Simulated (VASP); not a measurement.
**In: single point with PBE**

Crystal: In.

```
CELL_PARAMETERS angstrom
-1.57737 1.57737 2.47395
1.57737 -1.57737 2.47395
1.57737 1.57737 -2.47395
ATOMIC_POSITIONS crystal
In 0.00000 0.00000 0.00000
```

This cell differs from its parent crystal: strain -0.030 along x and y, +0.000 along z.

```yaml
Program: VASP 6.6.1
Task: single point
Functional: PBE
Potentials_or_basis: VASP PAW PBE potentials, release 64 (In_d)
Cutoff: 520 eV
k_mesh: 20 × 20 × 20
Occupations: gaussian, width 0.15 eV
Spin: no spin polarisation
```

```yaml
Pressure: 5.2 GPa
```

Stress tensor (GPa, compression positive):
```
5.20 0.00 0.00
0.00 5.20 0.00
0.00 0.00 5.10
```

Levels at points of the mesh, in eV from the Fermi level:
| k point | band 2 | band 3 | band 4 | band 5 | band 6 | band 7 | band 8 | band 9 | band 10 | band 11 |
| --- | --- | --- | --- | --- | --- | --- | --- | --- | --- | --- |
| (0.00, 0.00, 0.00) | -14.68 | -14.68 | -14.64 | -14.46 | -10.01 | 11.07 | 11.07 | 11.32 | 11.73 | 14.52 |
| (0.50, 0.00, 0.00) | -14.81 | -14.67 | -14.39 | -14.33 | -4.35 | -3.67 | 7.43 | 9.94 | 11.35 | 11.44 |
| (0.50, 0.50, 0.00) | -14.91 | -14.39 | -14.38 | -14.24 | -2.06 | -1.33 | 3.42 | 4.03 | 7.18 | 7.45 |
| (0.50, 0.50, 0.50) | -14.90 | -14.36 | -14.33 | -14.33 | -3.25 | -3.11 | 5.17 | 5.17 | 8.70 | 8.91 |

Run time: 3.6 min on 1 thread of Intel Xeon 6975P-C, with other jobs on the host, peak memory 0.31 GiB.

Caveat: the cell differs from its parent crystal (strain -0.030 along x and y, +0.000 along z); spin-orbit coupling is left out, which moves the levels of the heavy elements.
